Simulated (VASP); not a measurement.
A run of VASP 6.6.1:

POSCAR

```
Pb
1.0
    0.0000000000      2.4946408835      2.4946408835
    2.4946408835      0.0000000000      2.4946408835
    2.4946408835      2.4946408835      0.0000000000
Pb
1
Direct
    0.0000000000      0.0000000000      0.0000000000
```

Contents of INCAR.step1:

```
PREC     = Accurate       # precision mode
ENCUT    = 520            # plane-wave cutoff, eV
ISMEAR   = 1              # smearing method
SIGMA    = 0.2            # smearing width, eV
LREAL    = False          # projectors in reciprocal space
LASPH    = True           # aspherical terms in the spheres
NELM     = 80             # most SCF steps
NBANDS   = 13             # bands
GGA      = PE             # functional
ALGO     = Normal         # electronic algorithm
EDIFF    = 1E-4           # SCF threshold, eV
LWAVE    = True           # write WAVECAR
LCHARG   = False          # write CHGCAR
```

File INCAR.step2:

```
PREC     = Accurate       # precision mode
ENCUT    = 520            # plane-wave cutoff, eV
EDIFF    = 1E-6           # SCF threshold, eV
ISMEAR   = 1              # smearing method
SIGMA    = 0.2            # smearing width, eV
LREAL    = False          # projectors in reciprocal space
LASPH    = True           # aspherical terms in the spheres
NELM     = 80             # most SCF steps
ALGO     = Normal         # electronic algorithm
ISIF     = 2              # what is computed and relaxed
LWAVE    = False          # write WAVECAR
LCHARG   = False          # write CHGCAR
METAGGA  = R2SCAN         # meta-GGA
LMIXTAU  = True         
NBANDS   = 13             # bands
ISTART   = 1
```

Contents of KPOINTS:

```
Automatic mesh
0
Gamma
  11 11 11
```

Potentials or basis: VASP PAW PBE potentials, release 64 (Pb_d).

Run with:

```console
$ cat potpaw_PBE.64/Pb_d/POTCAR > POTCAR
$ cp INCAR.step1 INCAR
$ mpirun -np 1 vasp_std > vasp.out
$ cp INCAR.step2 INCAR
$ mpirun -np 1 vasp_std > vasp.out
```

Hardware: 1 thread of Intel(R) Xeon(R) Platinum 8259CL CPU @ 2.50GHz (Skylake/Cascade Lake) (shared host).

Q: Estimate the wall time of this run.

A: Run time: 120 s on 1 thread of Intel(R) Xeon(R) Platinum 8259CL CPU @ 2.50GHz (Skylake/Cascade Lake), with other jobs on the host, peak memory 0.17 GiB. Counts: k points 56.
